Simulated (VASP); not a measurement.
Wanted: the native input for a VASP 6.6.1 run.

| Item | Value |
| --- | --- |
| Task | single point |
| Functional | PBEsol |
| Potentials or basis | VASP PAW PBE potentials, release 64 (Al, Ru_pv) |
| Cutoff | 520 eV |
| k mesh | 16 × 16 × 16 |
| Occupations | gaussian, width 0.15 eV |
| Spin | no spin polarisation |
| Dipole correction | no |
| Further INCAR settings | ALGO = Fast; EDIFF = 1e-06; NBANDS = 16 |

The structure of AlRu lies in POSCAR:

```
AlRu
1.0
    2.9916000000      0.0000000000      0.0000000000
    0.0000000000      2.9916000000      0.0000000000
    0.0000000000      0.0000000000      2.8420200000
Al Ru
1 1
Direct
    0.0000000000      0.0000000000      0.0000000000
    0.5000000000      0.5000000000      0.5000000000
```

This cell differs from its parent crystal: strain +0.000 along x and y, -0.050 along z.

These files were run (other wordings do the same):

INCAR

```
ALGO = Fast
EDIFF = 1E-6
ENCUT = 520
GGA = PS
ISIF = 2
ISMEAR = 0
LASPH = True
LCHARG = False
LREAL = False
LWAVE = False
NBANDS = 16
NELM = 80
PREC = Accurate
SIGMA = 0.15
```

KPOINTS

```
k-points
0
Gamma
  16 16 16
```

Potentials or basis: VASP PAW PBE potentials, release 64 (Al, Ru_pv).

Command:

```console
$ cat potpaw_PBE.64/Al/POTCAR potpaw_PBE.64/Ru_pv/POTCAR > POTCAR
$ mpirun -np 1 vasp_std > vasp.out
```

It gave:

The pressure is 9.0 GPa.

Caveat: the cell differs from its parent crystal (strain +0.000 along x and y, -0.050 along z); the PAW data sets were made with another functional, which shifts forces and pressure a little.

Wall time 76 s on 1 thread of AMD EPYC 9R45 96-Core Processor (Zen 5), on a shared host, peak memory 0.24 GiB.
